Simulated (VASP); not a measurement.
**PbS: single point with PBE**

Crystal: PbS.

```
CELL_PARAMETERS angstrom
-2.12492 2.12492 3.00523
2.12492 -2.12492 3.00523
2.12492 2.12492 -3.00523
ATOMIC_POSITIONS crystal
Pb 0.50101 0.50101 0.00000
S 0.99900 0.99900 0.00000
```

- Program: VASP 6.6.1
- Task: single point
- Functional: PBE
- Potentials or basis: VASP PAW PBE potentials, release 64 (Pb_d, S)
- Cutoff: 520 eV
- k mesh: 12 × 12 × 12
- Occupations: gaussian, width 0.02 eV
- Spin: no spin polarisation
- Dipole correction: no
- Further INCAR settings: ALGO = Normal; EDIFF = 1e-06; NBANDS = 17

The pressure is -0.1 GPa and the band gap on the k mesh is 0.50 eV.

Forces on the atoms (eV/Å):
```
Pb   0.000  0.000 -0.002
S    0.000  0.000  0.002
```

Levels at points of the mesh, in eV from the valence-band top:
```csv
k point,band 7,band 8,band 9,band 10,band 11,band 12,band 13,band 14
"(0.00, 0.00, 0.00)",-6.07,-1.94,-1.94,-1.94,5.13,5.13,5.13,6.87
"(0.50, 0.00, 0.00)",-8.59,-1.58,-1.58,0.00,0.50,2.08,2.08,8.65
"(0.50, 0.50, 0.00)",-7.11,-4.82,-3.15,-3.15,4.07,5.48,5.57,5.58
"(0.50, 0.50, 0.50)",-7.11,-4.82,-3.15,-3.15,4.07,5.48,5.57,5.57
```

Wall time 2.5 min on 1 thread of Intel Xeon 8259CL, with other jobs on the host, peak memory 0.28 GiB.

Caveat: spin-orbit coupling is left out, which moves the levels of the heavy elements. A k mesh can miss the band edges.
